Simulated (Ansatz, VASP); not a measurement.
Two plane-wave programs on TiC

```
Ti C
1.0
     3.05119    0.00000    0.00000
    -1.52560    2.64241    0.00000
     0.00000    0.00000    2.68383
Ti C
1 1
Cartesian
  0.0000 0.0000 0.0000
  1.5256 0.8808 1.3419
```

Change from the starting cell: species swapped into the WC type (P-6m2, No. 187).

Alike in both runs: task relaxation of cell and atoms; functional PBE; k mesh 12 × 12 × 14; occupations gaussian, width 0.01 eV; no spin polarisation.

|  | VASP | Ansatz |
| --- | --- | --- |
| version | VASP 6.6.1 | Ansatz 0.2.0 |
| potentials or method | VASP PAW PBE potentials, release 64 (Ti_sv, C), cutoff 600 eV | scalar-relativistic, plane waves, PAW |
| valence electrons in the cell | 16 | 16 |

```tsv
	VASP	Ansatz	Ansatz less VASP
gap on the k mesh at the Fermi level, each at its own relaxed structure (eV)	none	none	-
relaxed volume (Å³/atom)	10.82	10.81	-0.006
relaxed cell length with the largest relative difference (Å)	2.698	2.697	-0.0011
```

A gap of «none» marks a metal or a gap that the smearing closes.
